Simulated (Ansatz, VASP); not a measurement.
## Ti3Al: VASP beside Ansatz

```
CELL_PARAMETERS angstrom
3.12992 0.00000 0.00000
-1.56496 2.71059 0.00000
0.00000 0.00000 8.73560
ATOMIC_POSITIONS crystal
Ti 0.66667 0.33333 0.00000
Ti 0.33333 0.66667 0.75046
Ti 0.33333 0.66667 0.24954
Al 0.66667 0.33333 0.50000
```

Alike in both runs: task single point; functional PBE; k mesh 18 × 18 × 6; occupations gaussian, width 0.15 eV; no spin polarisation.

|  | VASP | Ansatz |
| --- | --- | --- |
| version | VASP 6.6.1 | Ansatz 0.2.0 |
| potentials or method | VASP PAW PBE potentials, release 64 (Ti_sv, Al), cutoff 520 eV | scalar-relativistic, plane waves, PAW |
| valence electrons in the cell | 39 | 39 |

|  | VASP | Ansatz | Ansatz less VASP |
| --- | --- | --- | --- |
| gap on the k mesh at the Fermi level (eV) | none | none | - |
| pressure (GPa) | -6.0 | -6.0 | +0.06 |
| traceless stress, the component that is largest in VASP (GPa) | 9.38 | 9.39 | +0.017 |
| rms of the force components (eV/Å) | 0.032 | 0.030 | -0.0024 |

Atom by atom the forces differ by 0.002 eV/Å (rms over components). A gap of «none» marks a metal or a gap that the smearing closes.
